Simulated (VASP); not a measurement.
Input of a VASP 6.6.1 run:

File POSCAR:

```
Mn
1.0
   -1.3424532292      1.3424532292      1.3424532292
    1.3424532292     -1.3424532292      1.3424532292
    1.3424532292      1.3424532292     -1.3424532292
Mn
1
Direct
    0.0000000000      0.0000000000      0.0000000000
```

File INCAR.step1:

```
PREC     = Accurate       # precision mode
ENCUT    = 520            # plane-wave cutoff, eV
ISMEAR   = -1             # smearing method
SIGMA    = 0.1            # smearing width, eV
LREAL    = False          # projectors in reciprocal space
LASPH    = True           # aspherical terms in the spheres
NELM     = 80             # most SCF steps
NBANDS   = 12             # bands
GGA      = PE             # functional
ALGO     = Normal         # electronic algorithm
EDIFF    = 1E-4           # SCF threshold, eV
LWAVE    = True           # write WAVECAR
LCHARG   = False          # write CHGCAR
```

INCAR.step2

```
PREC     = Accurate       # precision mode
ENCUT    = 520            # plane-wave cutoff, eV
EDIFF    = 1E-7           # SCF threshold, eV
ISMEAR   = -1             # smearing method
SIGMA    = 0.1            # smearing width, eV
LREAL    = False          # projectors in reciprocal space
LASPH    = True           # aspherical terms in the spheres
NELM     = 80             # most SCF steps
ALGO     = Normal         # electronic algorithm
ISIF     = 2              # what is computed and relaxed
LWAVE    = False          # write WAVECAR
LCHARG   = False          # write CHGCAR
METAGGA  = R2SCAN         # meta-GGA
LMIXTAU  = True         
NBANDS   = 12             # bands
ISTART   = 1
```

The input KPOINTS:

```
regular mesh
0
Gamma
  18 18 18
```

Potentials or basis: VASP PAW PBE potentials, release 64 (Mn_pv).

Command:

```bash
$ cat potpaw_PBE.64/Mn_pv/POTCAR > POTCAR
$ cp INCAR.step1 INCAR
$ mpirun -np 1 vasp_std > vasp.out
$ cp INCAR.step2 INCAR
$ mpirun -np 1 vasp_std > vasp.out
```

Task: Predict the pressure.

Result: 30.7 GPa.

Task: What does it give for the band gap on the k mesh?

Result: Zero (an odd number of electrons rules out a gap without spin polarisation).

Caveat: the cell stands under pressure; the PAW data sets were made with another functional, which shifts forces and pressure a little; the run has no spin polarisation, though such a crystal can be magnetic. Spin polarisation is off, so any magnetic state and its effect on volume and gap are missing.
